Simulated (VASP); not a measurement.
# ZnS (P1) in VASP: single point with PBE

Aim: the single point of ZnS with PBE.

Program: VASP 6.6.1. These are calculated values, not measurements. Logs are shortened: lines on timing, memory, paths and dates and some standing lists are left out, and cuts for length are marked.

**1. The cell of the first run**

The typed cell holds 4 atoms: a = 3.845 Å, b = 3.845 Å, c = 6.305 Å, α = 90.00°, β = 90.00°, γ = 120.00°.

**2. Single point, PBE (all Zn atoms moved +0.075 Å, as atom 1 along Cartesian [1 -1 0])**

Input file INCAR:

```
PREC = Accurate ; ENCUT = 520
EDIFF = 1E-6 ; ISMEAR = 0
SIGMA = 0.05 ; LREAL = False
LASPH = True ; NELM = 100
ALGO = Normal ; ISIF = 2
LWAVE = False ; LCHARG = False
GGA = PE ; NBANDS = 26
```

Input file KPOINTS:

```
regular mesh
0
Gamma
  12 12 4
```

Input file POSCAR:

```
ZnS
1.0
    3.8454929889      0.0000000000      0.0000000000
   -1.9227464944      3.3302946184      0.0000000000
    0.0000000000      0.0000000000      6.3053333047
Zn S
2 2
Direct
    0.3391620754      0.6507422472      0.0052197899
    0.6724954087      0.3174089138      0.5052197899
    0.3333333333      0.6666666667      0.3797802101
    0.6666666667      0.3333333333      0.8797802101
```

Potentials or basis: VASP PAW PBE potentials, release 64 (Zn, S).

On the command line:

```console
$ cat potpaw_PBE.64/Zn/POTCAR potpaw_PBE.64/S/POTCAR > POTCAR
$ mpirun -np 1 vasp_std > vasp.out
```

OUTCAR:

```text
PREC = Accurate
   ENCUT = 520
   EDIFF = 1E-6
   ISMEAR = 0
   LREAL = False
   LASPH = True
   NELM = 100
   ISIF = 2
   GGA = PE

 ion  position               nearest neighbor table
   1  0.339  0.651  0.005-   4 2.29   3 2.36   4 2.38   4 2.41
   2  0.672  0.317  0.505-   3 2.31   3 2.34   4 2.36   3 2.43
   3  0.333  0.667  0.380-   2 2.31   2 2.34   1 2.36   2 2.43
   4  0.667  0.333  0.880-   1 2.29   2 2.36   1 2.38   1 2.41

  LATTYP: Found a hexagonal cell.
 ALAT       =     3.8454929889
 C/A-ratio  =     1.6396683918

  Lattice vectors:

 A1 = (   3.8454929889,   0.0000000000,   0.0000000000)
 A2 = (  -1.9227464944,   3.3302946184,   0.0000000000)
 A3 = (   0.0000000000,   0.0000000000,   6.3053333047)

Analysis of symmetry for initial positions (statically):
=====================================================================
 Subroutine PRICEL returns:
 Original cell was already a primitive cell.

 Routine SETGRP: Setting up the symmetry group for a
 hexagonal supercell.

 Subroutine GETGRP returns: Found  1 space group operations
 (whereof  1 operations were pure point group operations)
 out of a pool of 24 trial point group operations.

The static configuration has the point symmetry C_1 .

Analysis of symmetry for dynamics (positions and initial velocities):
=====================================================================
 Subroutine PRICEL returns:
 Original cell was already a primitive cell.

 Routine SETGRP: Setting up the symmetry group for a
 hexagonal supercell.

 Subroutine GETGRP returns: Found  1 space group operations
 (whereof  1 operations were pure point group operations)
 out of a pool of 24 trial point group operations.

The dynamic configuration has the point symmetry C_1 .

 Subroutine INISYM returns: Found  1 space group operations
 (whereof  1 operations are pure point group operations),
 and found     1 'primitive' translations

----------------------------------------------------------------------------------------

                                     Primitive cell

  volume of cell :      80.7500

  direct lattice vectors                    reciprocal lattice vectors
     3.845492989  0.000000000  0.000000000     0.260044682  0.150136867  0.000000000
    -1.922746494  3.330294618  0.000000000     0.000000000  0.300273734  0.000000000
     0.000000000  0.000000000  6.305333305     0.000000000  0.000000000  0.158595898

  length of vectors
     3.845492989  3.845492989  6.305333305     0.300273734  0.300273734  0.158595898

  position of ions in fractional coordinates (direct lattice)
     0.339162075  0.650742247  0.005219790
     0.672495409  0.317408914  0.505219790
     0.333333333  0.666666667  0.379780210
     0.666666667  0.333333333  0.879780210

  ion indices of the primitive-cell ions
   primitive index   ion index
                 1           1
                 2           2
                 3           3
                 4           4

----------------------------------------------------------------------------------------

 KPOINTS: regular mesh

Automatic generation of k-mesh.
 Grid dimensions read from file:
 generate k-points for:   12   12    4

 Generating k-lattice:

  Cartesian coordinates                     Fractional coordinates (reciprocal lattice)
     0.021670390  0.012511406  0.000000000     0.083333333  0.000000000  0.000000000
     0.000000000  0.025022811  0.000000000     0.000000000  0.083333333  0.000000000
     0.000000000  0.000000000  0.039648975     0.000000000  0.000000000  0.250000000

  Length of vectors
     0.025022811  0.025022811  0.039648975

  Shift w.r.t. Gamma in fractional coordinates (k-lattice)
     0.000000000  0.000000000  0.000000000

 Subroutine IBZKPT returns following result:
 ===========================================

 Found    292 irreducible k-points:

 Following reciprocal coordinates:
            Coordinates               Weight
  0.000000  0.000000  0.000000      1.000000
  0.083333 -0.000000  0.000000      2.000000
  0.000000  0.083333  0.000000      2.000000
 -0.083333  0.083333  0.000000      2.000000
  0.166667 -0.000000  0.000000      2.000000
  0.000000  0.166667  0.000000      2.000000
[... 16 lines left out ...]
  0.166667  0.083333  0.000000      2.000000
 -0.083333  0.250000  0.000000      2.000000
 [... further k-points ...]
   k-points           NKPTS =    292   k-points in BZ     NKDIM =    292   number of bands    NBANDS=     26
   number of dos      NEDOS =    301   number of ions     NIONS =      4
   total plane-waves  NPLWV =  43200
   dimension x,y,z NGX =    30 NGY =   30 NGZ =   48
   dimension x,y,z NGXF=    60 NGYF=   60 NGZF=   96
   ions per type =               2   2
   NGX,Y,Z   is equivalent  to a cutoff of  12.97, 12.97, 12.66 a.u.
   NGXF,Y,Z  is equivalent  to a cutoff of  25.94, 25.94, 25.31 a.u.
 SYSTEM =  unknown system
   PREC   = accura    normal or accurate (medium, high low for compatibility)
   ISTART =      0    job   : 0-new  1-cont  2-samecut
   ICHARG =      2    charge: 1-file 2-atom 10-const
   ISPIN  =      1    spin polarized calculation?
   LNONCOLLINEAR =      F non collinear calculations
   LSORBIT =      F    spin-orbit coupling
   LASPH  =      T    aspherical Exc in radial PAW
   ENCUT  =  520.0 eV  38.22 Ry    6.18 a.u.   7.15  7.15 11.72*2*pi/ulx,y,z
   NELM   =    100;   NELMIN=  2; NELMDL= -5     # of ELM steps
   EDIFF  = 0.1E-05   stopping-criterion for ELM
   LREAL  =      F    real-space projection
   EDIFFG = 0.1E-04   stopping-criterion for IOM
   NSW    =      0    number of steps for IOM
   IBRION =     -1    ionic relax: 0-MD 1-quasi-New 2-CG
   NFREE  =      0    steps in history (QN), initial steepest desc. (CG)
   ISIF   =      2    stress and relaxation
   ISYM   =      2    0-nonsym 1-usesym 2-fastsym
   POTIM  = 0.5000    time-step for ionic-motion
   TEBEG  =    0.0;   TEEND  =   0.0 temperature during run
   PSTRESS=    0.0 pullay stress
   NELECT =      36.0000    total number of electrons
   NUPDOWN=      -1.0000    fix difference up-down
   EMIN   =  10.00;   EMAX   =-10.00  energy-range for DOS
   EFERMI =   0.00;   METHOD = LEGACY
   ISMEAR =     0;   SIGMA  =   0.05  broadening in eV -4-tet -1-fermi 0-gaus
   EFERMI_NEDOS =   21; number of points for ismear=-14 and -15
   IALGO  =     38    algorithm
   IMIX   =      4    mixing-type and parameters
     AMIX     =   0.40;   BMIX     =  1.00
     AMIX_MAG =   1.60;   BMIX_MAG =  1.00
  volume/ion in A,a.u.               =      20.19       136.23
  Fermi-wavevector in a.u.,A,eV,Ry     =   1.250628  2.363344 21.280464  1.564070
  Thomas-Fermi vector in A             =   2.384613
   LORBIT       =      0    0 simple, 1 ext, 2 COOP (PROOUT), +10 PAW based schemes
   GGA     = PE    functional components
   LHFCALC =     F    Hartree Fock is set to
   AEXX    =    0.0000 exact exchange contribution
   IVDW    =     0    specifies the selected vdW correction
   LEPSILON=     F    determine dielectric tensor
   LRPA    =     F    only Hartree local field effects (RPA)
 non-spin polarized calculation
 Gauss-broadening in eV      SIGMA  =   0.05
  energy-cutoff  :      520.00
  volume of cell :       80.75
 maximum number of plane-waves:      2208
 NGX is ok and might be reduce to    30
   NGX = 15   NGY = 15   NGZ = 23

 number of electron      35.9999998 magnetization

 Free energy of the ion-electron system (eV)
  ---------------------------------------------------
  ext. energy  EPLUGINS =         0.00000000
  ---------------------------------------------------
  free energy    TOTEN  =       -13.66268338 eV

  energy without entropy =      -13.66268338  energy(sigma->0) =      -13.66268338

 E-fermi :   2.1789     XC(G=0):  -9.5156

 val. band max:        1.9302666663   @ k =   0.0000   0.0000   0.0000
 cond. band min:       3.9963898942   @ k =   0.0000   0.0000   0.0000
 fundamental gap:      2.0661232279
 Fermi energy:         2.1788711323

 k-point     1 :       0.0000    0.0000    0.0000
  band No.  band energies     occupation
      1     -11.0995      2.00000
      2     -10.2113      2.00000
      3      -4.3809      2.00000
      4      -4.3513      2.00000
      5      -4.3245      2.00000
      6      -4.2588      2.00000
[... 18 lines left out ...]
     25       9.6152      0.00000
     26      11.0345      0.00000

 k-point     2 :       0.0833   -0.0000    0.0000
  band No.  band energies     occupation
      1     -11.0543      2.00000
      2     -10.1859      2.00000
      3      -4.3748      2.00000
      4      -4.3496      2.00000
      5      -4.3151      2.00000
      6      -4.2548      2.00000
[... 18 lines left out ...]
     25       9.8189      0.00000
     26      10.7665      0.00000

 k-point     3 :       0.0000    0.0833    0.0000
  band No.  band energies     occupation
      1     -11.0543      2.00000
      2     -10.1859      2.00000
      3      -4.3761      2.00000
      4      -4.3465      2.00000
      5      -4.3175      2.00000
      6      -4.2550      2.00000
[... 18 lines left out ...]
     25       9.8156      0.00000
     26      10.7665      0.00000

 k-point     4 :      -0.0833    0.0833    0.0000
  band No.  band energies     occupation
      1     -11.0544      2.00000
      2     -10.1860      2.00000
      3      -4.3772      2.00000
      4      -4.3433      2.00000
      5      -4.3205      2.00000
      6      -4.2540      2.00000
[... 18 lines left out ...]
     25       9.8119      0.00000
     26      10.7664      0.00000
[... 496 lines left out ...]
      1     -10.9671      2.00000
      2     -10.1390      2.00000
      3      -4.3692      2.00000
      4      -4.3358      2.00000
      5      -4.3041      2.00000
      6      -4.2448      2.00000
[... 18 lines left out ...]
     25      10.1794      0.00000
     26      10.4688      0.00000

 k-point    23 :       0.1667    0.0833    0.0000
  band No.  band energies     occupation
      1     -10.8052      2.00000
      2     -10.0593      2.00000
      3      -4.3566      2.00000
      4      -4.3167      2.00000
      5      -4.2739      2.00000
      6      -4.2245      2.00000
[... 18 lines left out ...]
     25      10.1949      0.00000
     26      10.6384      0.00000

 k-point    24 :      -0.0833    0.2500    0.0000
  band No.  band energies     occupation
      1     -10.8053      2.00000
      2     -10.0600      2.00000
      3      -4.3588      2.00000
      4      -4.3114      2.00000
      5      -4.2840      2.00000
      6      -4.2207      2.00000
[... 18 lines left out ...]
     25      10.2028      0.00000
     26      10.6406      0.00000

 [... further k-points ...]
[... 5 lines left out ...]
  --------------------------------------------------------------------------------------
  -------------------------------------------------------------------------------------
  Total        0.2017370      0.1991433      0.0960959     -0.0609317      0.3375444     -0.3375500
  in kB        4.0027042      3.9512423      1.9066578     -1.2089577      6.6972855     -6.6973954
  external PRESSURE =       3.2868681 kB  Pullay stress =       0.0000000 kB

 VOLUME and BASIS-vectors are now :
 -----------------------------------------------------------------------------
  energy-cutoff  :      520.00
  volume of cell :       80.75
      direct lattice vectors                 reciprocal lattice vectors
     3.845492989  0.000000000  0.000000000     0.260044682  0.150136867  0.000000000
    -1.922746494  3.330294618  0.000000000     0.000000000  0.300273734  0.000000000
     0.000000000  0.000000000  6.305333305     0.000000000  0.000000000  0.158595898

 POSITION                                       TOTAL-FORCE (eV/Angst)
 -----------------------------------------------------------------------------------
      0.05303      2.16716      0.03291        -0.341744      0.294388      0.036983
      1.97578      1.05707      3.18558        -0.247708      0.294233      0.033375
     -0.00000      2.22020      2.39464         0.243549     -0.294254     -0.033608
      1.92275      1.11010      5.54731         0.345903     -0.294367     -0.036751
 -----------------------------------------------------------------------------------
    total drift:                               -0.001475     -0.000137     -0.000233

  FREE ENERGIE OF THE ION-ELECTRON SYSTEM (eV)
  ---------------------------------------------------
  free  energy   TOTEN  =       -13.6626833753 eV

  energy  without entropy=      -13.6626833753  energy(sigma->0) =      -13.66268338
```

It took 8.4 min on 1 thread of Intel Xeon Platinum 8259CL at 2.50GHz (Skylake/Cascade Lake), shared host; peak memory 0.58 GiB.

Results:

```
Free energy            : -13.6627 eV
Pressure               : 0.3 GPa
Largest force          : 0.456 eV/Å
Band gap on the k mesh : 2.07 eV
```

Forces on the atoms (eV/Å):
```
Zn  -0.342  0.294  0.037
Zn  -0.248  0.294  0.033
S    0.244 -0.294 -0.034
S    0.346 -0.294 -0.037
```

Stress tensor (GPa, compression positive):
```
 0.40 -0.12 -0.67
-0.12  0.40  0.67
-0.67  0.67  0.19
```

Caveat: the cell differs from its parent crystal (all Zn atoms moved +0.075 Å, as atom 1 along Cartesian [1 -1 0]).
